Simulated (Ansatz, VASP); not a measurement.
**BaTiO3 in VASP and in Ansatz**

INCAR

```
SYSTEM = BaTiO3
PREC = Accurate
ENCUT = 600
EDIFF = 1E-6
ISMEAR = 0
SIGMA = 0.1
LREAL = .False.
LASPH = .True.
NELM = 120
ALGO = Normal
ISIF = 2
LWAVE = .False.
LCHARG = .False.
GGA = PE
NBANDS = 28
GGA_COMPAT = .False.
```

KPOINTS

```
Automatic mesh
0
Gamma
  4 4 4
  0 0 0
```

File POSCAR:

```
BaTiO3
1.0
    3.9833340000      0.0000000000      0.0000000000
    0.0000000000      2.8625950000      2.8753400000
    0.0000000000     -2.8625950000      2.8753400000
Ba Ti O
1 1 3
Direct
    0.0000000000      0.0034140000      0.0034140000
    0.5000000000      0.5185040000      0.5185040000
    0.5000000000      0.9784260000      0.4913520000
    0.5000000000      0.4913520000      0.9784260000
    0.0000000000      0.4882050000      0.4882050000
```

Input for Ansatz:

```yaml
crystal:
  lattice:
    - [3.983334, 0.0, 0.0]
    - [0.0, 2.862595, 2.87534]
    - [0.0, -2.862595, 2.87534]
  atoms:
    - { symbol: Ba, position: [0.0, 0.003414, 0.003414] }
    - { symbol: Ti, position: [0.5, 0.518504, 0.518504] }
    - { symbol: O, position: [0.5, 0.978426, 0.491352] }
    - { symbol: O, position: [0.5, 0.491352, 0.978426] }
    - { symbol: O, position: [0.0, 0.488205, 0.488205] }
basis:
  ecutwfc: 420
kpoints:
  mp_grid: { grid: [4, 4, 4] }
hamiltonian:
  xc: pbe
scf:
  occupations: { method: gaussian, width: 0.1 }
output:
  forces: true
  stress: true
  eigenvalues: true
```

Alike in both runs: task single point; functional PBE; k mesh 4 × 4 × 4; occupations gaussian, width 0.1 eV; no spin polarisation.

```csv
,VASP,Ansatz
version,VASP 6.6.1,Ansatz 0.2.0
potentials or method,"VASP PAW PBE potentials, release 64 (Ba_sv, Ti_sv, O), cutoff 600 eV","scalar-relativistic, plane waves, PAW"
valence electrons in the cell,40,40
```

|  | VASP | Ansatz | Ansatz less VASP |
| --- | --- | --- | --- |
| gap on the k mesh at the Fermi level (eV) | 2.15 | 2.20 | +0.050 |
| least direct gap on the mesh (eV) | 2.57 | 2.58 | +0.014 |
| pressure (GPa) | 2.9 | 1.4 | -1.50 |
| traceless stress, the component that is largest in VASP (GPa) | -0.11 | -0.10 | +0.011 |
| rms of the force components (eV/Å) | 0.041 | 0.062 | +0.0210 |

Atom by atom the forces differ by 0.026 eV/Å (rms over components).

Spin-orbit coupling is off throughout.
